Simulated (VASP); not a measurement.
Here is a VASP 6.6.1 calculation.

File INCAR:

```
SYSTEM = ZnNi
PREC     = Accurate       ! precision mode
ENCUT    = 520            ! plane-wave cutoff, eV
EDIFF    = 1E-6           ! SCF threshold, eV
ISMEAR   = -1             ! smearing method
SIGMA    = 0.15           ! smearing width, eV
LREAL    = .FALSE.        ! projectors in reciprocal space
LASPH    = .TRUE.         ! aspherical terms in the spheres
NELM     = 100            ! most SCF steps
ALGO     = Fast           ! electronic algorithm
ISIF     = 2              ! what is computed and relaxed
LWAVE    = .FALSE.        ! write WAVECAR
LCHARG   = .TRUE.         ! write CHGCAR
GGA      = CA             ! functional
LELF     = .TRUE.         ! ELF
LVHAR    = .TRUE.       
NBANDS   = 18             ! bands
```

The input KPOINTS:

```
Automatic mesh
0
G
  16 16 14
  0 0 0
```

POSCAR

```
ZnNi
1.0
    2.6150866171      0.0000000000      0.0000000000
    0.0000000000      2.6150866171      0.0000000000
    0.0000000000      0.0000000000      3.1700145800
Zn Ni
1 1
Direct
    0.5000000000      0.5000000000      0.5000000000
    0.0000000000      0.0000000000      0.0000000000
```

Potentials or basis: VASP PAW LDA potentials, release 64 (Zn, Ni).

Command:

```console
$ cat potpaw_LDA.64/Zn/POTCAR potpaw_LDA.64/Ni/POTCAR > POTCAR
$ mpirun -np 1 vasp_std > vasp.out
```

Q: What does it give for the band gap on the k mesh?

A: Zero (bands 11 and 12 overlap by 6.76 eV).

Q: Predict the pressure.

A: 5.2 GPa.

Stress tensor (GPa, compression positive):
```
5.27 0.00 0.00
0.00 5.27 0.00
0.00 0.00 5.17
```

Caveat: the cell stands under pressure. Spin polarisation is off, so any magnetic state and its effect on volume and gap are missing.
